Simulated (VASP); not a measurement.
The system is Sn3Se.

```
CELL_PARAMETERS angstrom
0.00000 3.80636 3.80636
3.80636 0.00000 3.80636
3.80636 3.80636 0.00000
ATOMIC_POSITIONS crystal
Sn 0.50000 0.50000 0.50000
Sn 0.75000 0.75000 0.75000
Sn 0.25000 0.25000 0.25000
Se 0.00000 0.00000 0.00000
```

Base run:

* Program: VASP 6.6.1
* Functional: r2SCAN
* Potentials or basis: VASP PAW PBE potentials, release 64 (Sn_d, Se)
* Cutoff: 520 eV
* k mesh: 6 × 6 × 6
* Occupations: fermi-dirac, width 0.05 eV
* Spin: no spin polarisation

Its results: band gap on the k mesh zero (band 24 reaches 6.99 eV, above the bottom of band 25 at 5.32 eV); pressure -3.8 GPa.

**Question.** The run is repeated on the same cell with these changes: functional from r2SCAN to PBEsol; further incar settings from ALGO = Normal; EDIFF = 1e-06; NBANDS = 32 to ALGO = Normal; EDIFF = 1e-07; NBANDS = 32. What comes out?

**Answer.** Band gap on the k mesh zero (band 24 reaches 6.99 eV, above the bottom of band 25 at 5.24 eV); pressure -5.4 GPa.

Caveats: the PAW data sets were made with another functional, which shifts forces and pressure a little; spin-orbit coupling is left out, which moves the levels of the heavy elements.
